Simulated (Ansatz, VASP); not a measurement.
# GaN in VASP and in Ansatz

```
Ga N
1.0
     3.19637    0.00000    0.00000
    -1.59818    2.76814    0.00000
     0.00000    0.00000    5.20819
Ga N
2 2
Direct
  0.33333 0.66667 0.99917
  0.66667 0.33333 0.49917
  0.33333 0.66667 0.37583
  0.66667 0.33333 0.87583
```

Alike in both runs: functional PBE; dispersion D3(BJ); k mesh 12 × 12 × 4; no spin polarisation.

Ansatz relaxed the structure, and its values are those at the end. VASP's run is a single point on that final structure, the one shown.

|  | VASP | Ansatz |
| --- | --- | --- |
| version | VASP 6.6.1 | Ansatz 0.2.0 |
| potentials or method | VASP PAW PBE potentials, release 64 (Ga_d, N), cutoff 520 eV | plane waves, PAW |
| occupations | gaussian, width 0.01 eV | fixed |
| valence electrons in the cell | 36 | 36 |

```csv
,VASP,Ansatz,Ansatz less VASP
pressure (GPa),0.1,0.0,-0.12
```
